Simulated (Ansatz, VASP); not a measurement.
One calculation of CdS, two programs

```
Cd S
1.0
     0.00000    2.93921    2.82165
     2.93921    0.00000    2.82165
     2.93921    2.93921    0.00000
Cd S
1 1
Cartesian
  0.0000 0.0000 0.0000
  1.4696 1.4696 1.4108
```

Change from the starting cell: uniaxial_z strain -4.0%.

Alike in both runs: task single point; functional r2SCAN; k mesh 8 × 8 × 8; no spin polarisation.

```csv
,VASP,Ansatz
version,VASP 6.6.1,Ansatz 0.2.0
potentials or method,"VASP PAW PBE potentials, release 64 (Cd, S)","plane waves, PAW"
plane-wave cutoff (eV),550,500
occupations,"gaussian, width 0.01 eV",fixed
valence electrons in the cell,18,26
```

VASP gave:

```
gap on the k mesh at the Fermi level (eV)                     : 1.55
pressure (GPa)                                                : 3.0
traceless stress, the component that is largest in VASP (GPa) : 0.36
```

Task: What did Ansatz give for the same quantities?

Result: gap on the k mesh at the Fermi level (eV): 1.56; pressure (GPa): 2.6; traceless stress, the component that is largest in VASP (GPa): 0.37.

VASP's potentials were made for PBE, not for r2SCAN. VASP's potentials hold 18 valence electrons a cell and Ansatz's 26, so a difference there can come from the potentials and not from the codes.
